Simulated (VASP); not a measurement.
Runs of VASP 6.6.1 on AlNi. The structure is that of space group Cm (No. 8), or close to it. The cells are those of the table. 

| cell | further INCAR settings | gap on the mesh (eV) | pressure (GPa) | largest force (eV/Å) |
| --- | --- | --- | --- | --- |
| a = 2.893, b = 2.893, c = 8.705 Å, angles 86.8, 86.8, 90.0°, 6 atoms | ALGO = Fast; EDIFF = 1e-07; NBANDS = 28 | none | (b) | 4.41 |
| a = 2.893, b = 2.893, c = 10.813 Å, angles 83.6, 83.6, 90.0°, 6 atoms | ALGO = Fast; EDIFF = 1e-06; NBANDS = 28 | none | -5.2 | 0.84 |
| a = 2.893, b = 2.893, c = 11.922 Å, angles 86.5, 86.5, 90.0°, 6 atoms | ALGO = Fast; EDIFF = 1e-06; NBANDS = 28 | none | -4.0 | 0.95 |
| a = 2.893, b = 2.893, c = 9.902 Å, angles 87.2, 87.2, 90.0°, 6 atoms | ALGO = Fast; EDIFF = 1e-06; NBANDS = 28 | none | (a) | 1.00 |
| a = 2.893, b = 2.893, c = 8.385 Å, angles 88.4, 88.4, 90.0°, 6 atoms | ALGO = Fast; EDIFF = 1e-06; NBANDS = 28 | none | 10.0 | 3.96 |

Alike in all rows: task single point; level PBE; potentials or basis VASP PAW PBE potentials, release 64 (Al, Ni); no spin polarisation; k mesh 15 × 15 × 5; cutoff (eV) 520; smearing gaussian 0.15 eV.

**Question.** Estimate the missing entries.

**Answer.** (a) -6.1; (b) 5.6.

Caveats: forces of over 1 eV/Å act on the atoms, so gaps and moduli don't describe the material at rest (at least some runs); the cell stands under tension (at least some runs); the cell stands under pressure (at least some runs).

A gap of «none» marks levels without a gap at the run's occupations.
